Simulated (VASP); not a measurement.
La:

```
La
1.0
     3.79631    0.00000    0.00000
    -1.89816    3.28770    0.00000
     0.00000    0.00000   12.04126
La
4
Direct
  0.00000 0.00000 0.00000
  0.00000 0.00000 0.50000
  0.33333 0.66667 0.25000
  0.66667 0.33333 0.75000
```

* Program: VASP 6.6.1
* Task: relaxation of cell and atoms
* Functional: PBEsol
* Potentials or basis: VASP PAW PBE potentials, release 64 (La)
* Cutoff: 480 eV
* k mesh: 12 × 12 × 4
* Occupations: gaussian, width 0.1 eV
* Spin: no spin polarisation

At the start: pressure -2.3 GPa; volume 37.57 Å³/atom.

Task: How do energy, volume and symmetry change on relaxing?

Result: Over 8 steps the energy falls by 28.0 meV/atom and the volume is 34.06 Å³/atom (-9.3 %); space group P6_3/mmc (No. 194, to 0.1 Å) before and after.

Step by step:
```csv
step,energy change (eV),largest force (eV/Å),pressure (GPa),volume (Å³)
1,0.0000,0.0000,-2.30,150.29
2,-0.1071,0.0000,-0.50,138.87
3,-0.1114,0.0000,-0.06,136.56
4,-0.1115,0.0000,0.03,136.18
5,-0.1118,0.0000,0.02,136.22
6,-0.1118,0.0000,0.01,136.24
7,-0.1118,0.0000,0.01,136.24
8,-0.1119,0.0000,0.01,136.25
```

Final structure:
```yaml
crystal:
  lattice:
    - [3.65740, 0.00000, 0.00000]
    - [-1.82870, 3.16740, 0.00000]
    - [0.00000, 0.00000, 11.76160]
  atoms:
    - { symbol: La, position: [0.00000, 0.00000, 0.00000] }
    - { symbol: La, position: [0.00000, 0.00000, 0.50000] }
    - { symbol: La, position: [0.33333, 0.66667, 0.25000] }
    - { symbol: La, position: [0.66667, 0.33333, 0.75000] }
```

Caveat: the PAW data sets were made with another functional, which shifts forces and pressure a little.
